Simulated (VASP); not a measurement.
Wanted: the native input for a VASP 6.6.1 run.

* Task: electric field gradients
* Functional: PBE
* Potentials or basis: VASP PAW PBE potentials, release 64 (Ba_sv, Te)
* Cutoff: 520 eV
* k mesh: 10 × 10 × 10
* Occupations: fermi-dirac, width 0.05 eV
* Spin: no spin polarisation
* Dipole correction: no
* Further INCAR settings: ALGO = Normal; EDIFF = 1e-08; NBANDS = 15

The structure of BaTe lies in POSCAR:

```
BaTe
1.0
    0.0000000000      3.3521922222      3.3521922222
    3.3521922222      0.0000000000      3.3521922222
    3.3521922222      3.3521922222      0.0000000000
Ba Te
1 1
Direct
    0.0000000000      0.0000000000      0.0000000000
    0.5000000000      0.5000000000      0.5000000000
```

This cell differs from its parent crystal: volume scaled by 0.95.

These files were run (other wordings do the same):

INCAR

```
PREC     = Accurate       # precision mode
ENCUT    = 520            # plane-wave cutoff, eV
EDIFF    = 1E-8           # SCF threshold, eV
ISMEAR   = -1             # smearing method
SIGMA    = 0.05           # smearing width, eV
LREAL    = F              # projectors in reciprocal space
LASPH    = T              # aspherical terms in the spheres
NELM     = 60             # most SCF steps
ALGO     = Normal         # electronic algorithm
ISIF     = 2              # what is computed and relaxed
LWAVE    = F              # write WAVECAR
LCHARG   = F              # write CHGCAR
GGA      = PE             # functional
LEFG     = T            
NBANDS   = 15             # bands
```

KPOINTS

```
regular mesh
0
Gamma
  10 10 10
```

Potentials or basis: VASP PAW PBE potentials, release 64 (Ba_sv, Te).

Run with:

```bash
$ cat potpaw_PBE.64/Ba_sv/POTCAR potpaw_PBE.64/Te/POTCAR > POTCAR
$ mpirun -np 1 vasp_std > vasp.out
```

It gave:

| Item | Value |
| --- | --- |
| Pressure | 6.8 GPa |
| Band gap on the k mesh | 1.18 eV, indirect (least direct gap 1.55 eV) |

Caveat: without QUAD_EFG the Cq values of the log hold for a quadrupole moment of 1 mb, not for the nuclei; spin-orbit coupling is left out, which moves the levels of the heavy elements.

Wall time 35 s on 1 thread of AMD EPYC 9R45 96-Core Processor (Zen 5) (shared host), peak memory 0.2 GiB.
